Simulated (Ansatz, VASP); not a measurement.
# One calculation of C, two programs

```xyz
4
Lattice="2.4657 0.0000 0.0000 -1.2329 2.1354 0.0000 0.0000 0.0000 17.5000" Properties=species:S:1:pos:R:3 pbc="T T T"
C     0.0000    1.4236    4.5000
C     1.2329    0.7118    4.5000
C    -0.4110    2.1354    8.0600
C     0.8219    1.4236    8.0600
```

Alike in both runs: task single point; functional PBE; dispersion D3(BJ); k mesh 15 × 15 × 1; occupations gaussian, width 0.1 eV; no spin polarisation.

|  | VASP | Ansatz |
| --- | --- | --- |
| version | VASP 6.6.1 | Ansatz 0.2.0 |
| potentials or method | VASP PAW PBE potentials, release 64 (C), cutoff 520 eV | scalar-relativistic, plane waves, PAW |
| valence electrons in the cell | 16 | 16 |

|  | VASP | Ansatz | Ansatz less VASP |
| --- | --- | --- | --- |
| gap on the k mesh at the Fermi level (eV) | 0.27 | 0.27 | 0.000 |
| least direct gap on the mesh (eV) | 0.27 | 0.27 | 0.000 |
| rms of the force components (eV/Å) | 0.008 | 0.008 | 0.0000 |

Atom by atom the forces differ by 0.000 eV/Å (rms over components).
